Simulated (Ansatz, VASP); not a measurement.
## GeMo2 in VASP and in Ansatz

```
Ge Mo
1.0
     3.55891    0.00000    0.00000
     0.00000    3.55891    0.00000
     0.00000    0.00000    4.94870
Ge Mo
1 2
Direct
  0.50000 0.50000 0.00000
  0.00000 0.00000 0.50000
  0.50000 0.50000 0.50000
```

Alike in both runs: functional PBE; k mesh 6 × 6 × 4; occupations gaussian, width 0.1 eV; no spin polarisation.

Ansatz relaxed the structure, and its values are those at the end. VASP's run is a single point on that final structure, the one shown.

```csv
,VASP,Ansatz
version,VASP 6.6.1,Ansatz 0.2.0
potentials or method,"VASP PAW PBE potentials, release 64 (Ge_d, Mo_sv), cutoff 520 eV","scalar-relativistic, plane waves, PAW"
valence electrons in the cell,42,42
```

|  | VASP | Ansatz | Ansatz less VASP |
| --- | --- | --- | --- |
| gap on the k mesh at the Fermi level (eV) | none | none | - |
| pressure (GPa) | 0.4 | 0.0 | -0.35 |

A gap of «none» marks a metal or a gap that the smearing closes.
